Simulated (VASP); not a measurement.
Input of a VASP 6.6.1 run:

Contents of INCAR:

```
ALGO = Normal
EDIFF = 1E-6
ENCUT = 520
GGA = CA
ISIF = 2
ISMEAR = 0
LASPH = T
LCHARG = T
LELF = T
LREAL = F
LVHAR = T
LWAVE = F
NBANDS = 44
NELM = 60
PREC = Accurate
SIGMA = 0.02
```

Contents of KPOINTS:

```
k-points
0
Gamma
  6 6 6
```

POSCAR

```
SiO2
1.0
   -4.4998829866      4.4998829866      2.6334358428
    4.4998829866     -4.4998829866      2.6334358428
    4.4285977116      4.4285977116     -2.6334358428
Si O
4 8
Direct
    0.1769371916      0.1769371916      0.3538743832
    0.8230628084      0.1769371916      0.0000000000
    0.1769371916      0.8230628084      0.0000000000
    0.8230628084      0.8230628084      0.6461256168
    0.5000000000      0.5000000000      0.5000000000
    0.0000000000      0.5000000000      0.0000000000
    0.5000000000      0.0000000000      0.0000000000
    0.0000000000      0.0000000000      0.5000000000
    0.0000000000      0.2089418888      0.2089418888
    0.7910581112      0.0000000000      0.7910581112
    0.2089418888      0.0000000000      0.2089418888
    0.0000000000      0.7910581112      0.7910581112
```

Potentials or basis: VASP PAW LDA potentials, release 64 (Si, O).

Launch:

```bash
$ cat potpaw_LDA.64/Si/POTCAR potpaw_LDA.64/O/POTCAR > POTCAR
$ mpirun -np 1 vasp_std > vasp.out
```

Question: What does it give for the band gap on the k mesh?

Answer: 5.28 eV (least direct gap 5.30 eV).

Question: Predict the pressure.

Answer: -1.6 GPa.

Question: Predict the largest force.

Answer: 0.599 eV/Å.

Forces in eV/Å, atoms in the order of the input:
```
Si   0.025  0.025  0.000
Si   0.423 -0.423  0.000
Si  -0.423  0.423  0.000
Si  -0.025 -0.025  0.000
O    0.000  0.000  0.000
O    0.000  0.000  0.000
O    0.000  0.000  0.000
O    0.000  0.000  0.000
O   -0.023  0.310  0.000
O   -0.310  0.023  0.000
O    0.310 -0.023  0.000
O    0.023 -0.310  0.000
```

Caveat: the cell differs from its parent crystal (biaxial strain in the a-b plane: +1.0 %). A k mesh can miss the band edges.
